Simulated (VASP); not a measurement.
# Ba2VReO6 (Fm-3m) in VASP: further runs

The runs below take Ba2VReO6 through single point, with r2SCAN.

Program: VASP 6.6.1. These are calculated values, not measurements. Logs are shortened: lines on timing, memory, paths and dates and some standing lists are left out, and cuts for length are marked.

### Step 1. The cell of the first run

Symmetry: Fm-3m, No. 225, cubic system. The conventional cell has a = 8.158 Å, b = 8.158 Å, c = 8.158 Å, α = 90.00°, β = 90.00°, γ = 90.00°. Within 2.7 Å of Re (site symmetry m-3m) lie 6 O at 2.04 Å. Within 2.7 Å of V (site symmetry m-3m) lie 6 O at 2.04 Å. Within 2.7 Å of O (site symmetry 4mm) lie 1 Re at 2.04 Å and 1 V at 2.04 Å. Ba (site symmetry -43m) has 12 O at 2.88 Å and 4 Re at 3.53 Å and 4 V at 3.53 Å within 3.8 Å.

### Step 2. Single point, r2SCAN

Input file POSCAR:

```
Ba2VReO6
1.0
    0.0000000000      4.0787620000      4.0787620000
    4.0787620000      0.0000000000      4.0787620000
    4.0787620000      4.0787620000      0.0000000000
Re V O Ba
1 1 6 2
Direct
    0.0000000000      0.0000000000      0.0000000000
    0.5000000000      0.5000000000      0.5000000000
    0.7500000000      0.2500000000      0.2500000000
    0.2500000000      0.7500000000      0.2500000000
    0.2500000000      0.7500000000      0.7500000000
    0.7500000000      0.2500000000      0.7500000000
    0.2500000000      0.2500000000      0.7500000000
    0.7500000000      0.7500000000      0.2500000000
    0.2500000000      0.2500000000      0.2500000000
    0.7500000000      0.7500000000      0.7500000000
```

Input file INCAR.step1:

```
PREC     = Accurate       # precision mode
ENCUT    = 520            # plane-wave cutoff, eV
ISMEAR   = -1             # smearing method
SIGMA    = 0.1            # smearing width, eV
LREAL    = F              # projectors in reciprocal space
LASPH    = T              # aspherical terms in the spheres
NELM     = 100            # most SCF steps
NBANDS   = 49             # bands
GGA      = PE             # functional
ALGO     = Normal         # electronic algorithm
EDIFF    = 1E-4           # SCF threshold, eV
LWAVE    = T              # write WAVECAR
LCHARG   = F              # write CHGCAR
```

Input file INCAR.step2:

```
PREC     = Accurate       # precision mode
ENCUT    = 520            # plane-wave cutoff, eV
EDIFF    = 1E-6           # SCF threshold, eV
ISMEAR   = -1             # smearing method
SIGMA    = 0.1            # smearing width, eV
LREAL    = F              # projectors in reciprocal space
LASPH    = T              # aspherical terms in the spheres
NELM     = 100            # most SCF steps
ALGO     = Normal         # electronic algorithm
ISIF     = 2              # what is computed and relaxed
LWAVE    = F              # write WAVECAR
LCHARG   = T              # write CHGCAR
METAGGA  = R2SCAN         # meta-GGA
LMIXTAU  = T            
LELF     = T              # ELF
LVHAR    = T            
NBANDS   = 49             # bands
ISTART   = 1
```

Input file KPOINTS:

```
Automatic mesh
0
Gamma
  4 4 4
```

Potentials or basis: VASP PAW PBE potentials, release 64 (Re, V_sv, O, Ba_sv).

Launch:

```
> cat potpaw_PBE.64/Re/POTCAR potpaw_PBE.64/V_sv/POTCAR potpaw_PBE.64/O/POTCAR potpaw_PBE.64/Ba_sv/POTCAR > POTCAR
> cp INCAR.step1 INCAR
> mpirun -np 1 vasp_std > vasp.out
> cp INCAR.step2 INCAR
> mpirun -np 1 vasp_std > vasp.out
```

OUTCAR:

```text
PREC = Accurate
   ENCUT = 520
   EDIFF = 1E-6
   ISMEAR = -1
   LREAL = F
   LASPH = T
   NELM = 100
   ISIF = 2
   METAGGA = R2SCAN
   ISTART = 1

 ion  position               nearest neighbor table
   1  0.000  0.000  0.000-   3 2.04   4 2.04   5 2.04   6 2.04   7 2.04   8 2.04  10 3.53  10 3.53
                            10 3.53   9 3.53   9 3.53   9 3.53  10 3.53   9 3.53
   2  0.500  0.500  0.500-   3 2.04   4 2.04   5 2.04   6 2.04   7 2.04   8 2.04   9 3.53   9 3.53
                             9 3.53  10 3.53  10 3.53  10 3.53  10 3.53   9 3.53
   3  0.750  0.250  0.250-   1 2.04   2 2.04   9 2.88  10 2.88  10 2.88   9 2.88
   4  0.250  0.750  0.250-   1 2.04   2 2.04   9 2.88  10 2.88   9 2.88  10 2.88
   5  0.250  0.750  0.750-   1 2.04   2 2.04  10 2.88   9 2.88   9 2.88  10 2.88
   6  0.750  0.250  0.750-   1 2.04   2 2.04  10 2.88   9 2.88  10 2.88   9 2.88
   7  0.250  0.250  0.750-   1 2.04   2 2.04   9 2.88   9 2.88  10 2.88  10 2.88
   8  0.750  0.750  0.250-   1 2.04   2 2.04  10 2.88  10 2.88   9 2.88   9 2.88
   9  0.250  0.250  0.250-   3 2.88   4 2.88   7 2.88   5 2.88   6 2.88   7 2.88   4 2.88   5 2.88
                             8 2.88   3 2.88   6 2.88   8 2.88   1 3.53   1 3.53   2 3.53   1 3.53
  10  0.750  0.750  0.750-   5 2.88   6 2.88   8 2.88   3 2.88   4 2.88   8 2.88   3 2.88   6 2.88
                             7 2.88   4 2.88   5 2.88   7 2.88   2 3.53   2 3.53   1 3.53   2 3.53

  LATTYP: Found a face centered cubic cell.
 ALAT       =     8.1575240000

  Lattice vectors:

 A1 = (   0.0000000000,   4.0787620000,   4.0787620000)
 A2 = (   4.0787620000,   0.0000000000,   4.0787620000)
 A3 = (   4.0787620000,   4.0787620000,   0.0000000000)

Analysis of symmetry for initial positions (statically):
=====================================================================
 Subroutine PRICEL returns:
 Original cell was already a primitive cell.

 Routine SETGRP: Setting up the symmetry group for a
 face centered cubic supercell.

 Subroutine GETGRP returns: Found 48 space group operations
 (whereof 48 operations were pure point group operations)
 out of a pool of 48 trial point group operations.

The static configuration has the point symmetry O_h .

Analysis of symmetry for dynamics (positions and initial velocities):
=====================================================================
 Subroutine PRICEL returns:
 Original cell was already a primitive cell.

 Routine SETGRP: Setting up the symmetry group for a
 face centered cubic supercell.

[... 112 lines left out ...]
   TEBEG  =    0.0;   TEEND  =   0.0 temperature during run
   PSTRESS=    0.0 pullay stress
   NELECT =      76.0000    total number of electrons
   NUPDOWN=      -1.0000    fix difference up-down
   EMIN   =  10.00;   EMAX   =-10.00  energy-range for DOS
   EFERMI =   0.00;   METHOD = LEGACY
   ISMEAR =    -1;   SIGMA  =   0.10  broadening in eV -4-tet -1-fermi 0-gaus
   EFERMI_NEDOS =   21; number of points for ismear=-14 and -15
   IALGO  =     38    algorithm
   IMIX   =      4    mixing-type and parameters
     AMIX     =   0.40;   BMIX     =  1.00
     AMIX_MAG =   1.60;   BMIX_MAG =  1.00
  volume/ion in A,a.u.               =      13.57        91.58
  Fermi-wavevector in a.u.,A,eV,Ry     =   1.349401  2.549998 24.774615  1.820883
  Thomas-Fermi vector in A             =   2.476991
   LORBIT       =      0    0 simple, 1 ext, 2 COOP (PROOUT), +10 PAW based schemes
   METAGGA = R2SCAN    functional components
   LHFCALC =     F    Hartree Fock is set to
   AEXX    =    0.0000 exact exchange contribution
   IVDW    =     0    specifies the selected vdW correction
   LEPSILON=     F    determine dielectric tensor
   LRPA    =     F    only Hartree local field effects (RPA)
 non-spin polarized calculation
  energy-cutoff  :      520.00
  volume of cell :      135.71
 maximum number of plane-waves:      3695
 NGX is ok and might be reduce to    48
   NGX = 21   NGY = 21   NGZ = 21

 number of electron      75.9999993 magnetization

 Free energy of the ion-electron system (eV)
  ---------------------------------------------------
  ext. energy  EPLUGINS =         0.00000000
  ---------------------------------------------------
  free energy    TOTEN  =      -180.67775250 eV

  energy without entropy =     -180.51409362  energy(sigma->0) =     -180.59592306

 E-fermi :   5.3199     XC(G=0): -11.8020

 val. band max:        5.2824802889   @ k =  -0.2500   0.2500   0.0000
 cond. band min:       5.3578314359   @ k =   0.5000   0.0000   0.0000
 fundamental gap:      0.0753511469
 Fermi energy:         5.3198982423

 k-point     1 :       0.0000    0.0000    0.0000
  band No.  band energies     occupation
      1     -63.2015      2.00000
      2     -35.8788      2.00000
      3     -35.8787      2.00000
      4     -35.8787      2.00000
      5     -22.8890      2.00000
      6     -22.6731      2.00000
[... 405 lines left out ...]
     48      10.6347      0.00000
     49      11.4995      0.00000

------------------------ aborting loop because EDIFF is reached ----------------------------------------

  FORCE on cell =-STRESS in cart. coord.  units (eV):
  Direction    XX          YY          ZZ          XY          YZ          ZX
  --------------------------------------------------------------------------------------
  -------------------------------------------------------------------------------------
  Total       -9.0214893     -9.0214893     -9.0214893     -0.0000000     -0.0000000      0.0000000
  in kB     -106.5059156   -106.5059156   -106.5059156     -0.0000000     -0.0000000      0.0000000
  external PRESSURE =    -106.5059156 kB  Pullay stress =       0.0000000 kB

 VOLUME and BASIS-vectors are now :
 -----------------------------------------------------------------------------
  energy-cutoff  :      520.00
  volume of cell :      135.71
      direct lattice vectors                 reciprocal lattice vectors
     0.000000000  4.078762000  4.078762000    -0.122586216  0.122586216  0.122586216
     4.078762000  0.000000000  4.078762000     0.122586216 -0.122586216  0.122586216
     4.078762000  4.078762000  0.000000000     0.122586216  0.122586216 -0.122586216

 POSITION                                       TOTAL-FORCE (eV/Angst)
 -----------------------------------------------------------------------------------
      0.00000      0.00000      0.00000        -0.000000      0.000000      0.000000
      4.07876      4.07876      4.07876        -0.000000      0.000000      0.000000
      2.03938      4.07876      4.07876         0.052168      0.000000      0.000000
      4.07876      2.03938      4.07876        -0.000000      0.052168      0.000000
      6.11814      4.07876      4.07876        -0.052168      0.000000      0.000000
      4.07876      6.11814      4.07876        -0.000000     -0.052168      0.000000
      4.07876      4.07876      2.03938        -0.000000      0.000000      0.052168
      4.07876      4.07876      6.11814        -0.000000      0.000000     -0.052168
      2.03938      2.03938      2.03938        -0.000000     -0.000000      0.000000
      6.11814      6.11814      6.11814        -0.000000     -0.000000      0.000000
 -----------------------------------------------------------------------------------
    total drift:                                0.000000     -0.000000     -0.000000

  FREE ENERGIE OF THE ION-ELECTRON SYSTEM (eV)
  ---------------------------------------------------
  free  energy   TOTEN  =      -180.6777525008 eV

  energy  without entropy=     -180.5140936244  energy(sigma->0) =     -180.59592306
```

Wall time 3.1 min (1 thread of Intel Xeon 6975P-C (Granite Rapids), shared host); peak memory 0.39 GiB.

What came out:

| Quantity | Value |
| --- | --- |
| Free energy | -180.6778 eV |
| Pressure | -10.7 GPa |
| Band gap on the k mesh | zero (band 38 reaches 5.76 eV, above the bottom of band 39 at 3.84 eV) |

Levels at points of the mesh, in eV from the Fermi level:
```tsv
k point	band 36	band 37	band 38	band 39	band 40	band 41
(0.00, 0.00, 0.00)	-2.78	-1.48	-1.48	-1.48	1.01	1.01
(0.50, 0.00, 0.00)	-3.30	-0.04	0.04	0.04	0.17	0.20
(0.50, 0.50, 0.00)	-2.86	-1.39	0.44	0.44	0.47	0.47
```

Caveat: the PAW data sets were made with another functional, which shifts forces and pressure a little; spin-orbit coupling is left out, which moves the levels of the heavy elements; the run has no spin polarisation, though such a crystal can be magnetic; semilocal functionals often make such compounds metallic where correlation or magnetic order opens a gap, which also shifts bond lengths. With open d or f shells a metallic result of r2SCAN can be an artefact of self-interaction; +U or a hybrid may open a gap.

### Step 3. Single point, r2SCAN

POSCAR is that of step 2.

Input file INCAR.step1:

```
PREC = Accurate ; ENCUT = 520
ISMEAR = -5 ; SIGMA = 0.1
LREAL = False ; LASPH = True
NELM = 80 ; NBANDS = 49
GGA = PE ; ALGO = Normal
EDIFF = 1E-4 ; LWAVE = True
LCHARG = False
```

Input file INCAR.step2:

```
PREC = Accurate ; ENCUT = 520
EDIFF = 1E-6 ; ISMEAR = -5
SIGMA = 0.1 ; LREAL = False
LASPH = True ; NELM = 80
ALGO = Normal ; ISIF = 2
LWAVE = False ; LCHARG = False
METAGGA = R2SCAN ; LMIXTAU = True
NBANDS = 49 ; ISTART = 1
```

Input file KPOINTS:

```
regular mesh
0
Gamma
  4 4 4
```

Potentials or basis: VASP PAW PBE potentials, release 64 (Re, V_sv, O, Ba_sv).

Launch:

```
> cat potpaw_PBE.64/Re/POTCAR potpaw_PBE.64/V_sv/POTCAR potpaw_PBE.64/O/POTCAR potpaw_PBE.64/Ba_sv/POTCAR > POTCAR
> cp INCAR.step1 INCAR
> mpirun -np 1 vasp_std > vasp.out
> cp INCAR.step2 INCAR
> mpirun -np 1 vasp_std > vasp.out
```

It took 3.2 min on 1 thread of Intel Xeon 6975P-C (Granite Rapids), shared host; peak memory 0.39 GiB.

Results (log left out):

| Quantity | Value |
| --- | --- |
| Free energy | -180.6167 eV |
| Pressure | -10.8 GPa |
| Band gap on the k mesh | zero (band 38 reaches 5.74 eV, above the bottom of band 39 at 3.84 eV) |

Levels at points of the mesh, in eV from the Fermi level:
```
           k point  band 36  band 37  band 38  band 39  band 40  band 41
(0.00, 0.00, 0.00)    -2.78    -1.49    -1.49    -1.49     0.99     0.99
(0.50, 0.00, 0.00)    -3.30    -0.03     0.05     0.05     0.13     0.17
(0.50, 0.50, 0.00)    -2.86    -1.40     0.41     0.41     0.47     0.47
```

Caveat: the PAW data sets were made with another functional, which shifts forces and pressure a little; spin-orbit coupling is left out, which moves the levels of the heavy elements; the run has no spin polarisation, though such a crystal can be magnetic; semilocal functionals often make such compounds metallic where correlation or magnetic order opens a gap, which also shifts bond lengths; tetrahedron occupations give inexact forces and stress in metals.
